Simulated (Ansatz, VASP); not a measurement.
Two plane-wave programs on Cs2MgPbF6

```xyz
10
Lattice="0.0000 4.4934 4.4934 4.4934 0.0000 4.4934 4.4934 4.4934 0.0000" Properties=species:S:1:pos:R:3 pbc="T T T"
Mg    4.4934    4.4934    4.4934
Pb    0.0000    0.0000    0.0000
F     2.4650    4.4934    4.4934
F     4.4934    2.4650    4.4934
F     6.5218    4.4934    4.4934
F     4.4934    6.5218    4.4934
F     4.4934    4.4934    2.4650
F     4.4934    4.4934    6.5218
Cs    2.2467    2.2467    2.2467
Cs    6.7402    6.7402    6.7402
```

Alike in both runs: functional r2SCAN; k mesh 6 × 6 × 6; occupations fermi-dirac, width 0.0512 eV; no spin polarisation.

Ansatz relaxed the structure, and its values are those at the end. VASP's run is a single point on that final structure, the one shown.

|  | VASP | Ansatz |
| --- | --- | --- |
| version | VASP 6.6.1 | Ansatz 0.2.0 |
| potentials or method | VASP PAW PBE potentials, release 64 (Mg, Pb_d, F, Cs_sv), cutoff 520 eV | PAW plane waves |
| valence electrons in the cell | 76 | 84 |

```tsv
	VASP	Ansatz	Ansatz less VASP
gap on the k mesh at the Fermi level (eV)	5.84	5.84	-0.003
pressure (GPa)	-1.0	-0.8	+0.22
rms of the force components (eV/Å)	0.026	0.002	-0.0237
```

VASP's potentials were made for PBE, not for r2SCAN. VASP's potentials hold 76 valence electrons a cell and Ansatz's 84, so a difference there can come from the potentials and not from the codes. Ansatz's warnings: stress scf threshold loose.

Neither program's run includes spin-orbit coupling.
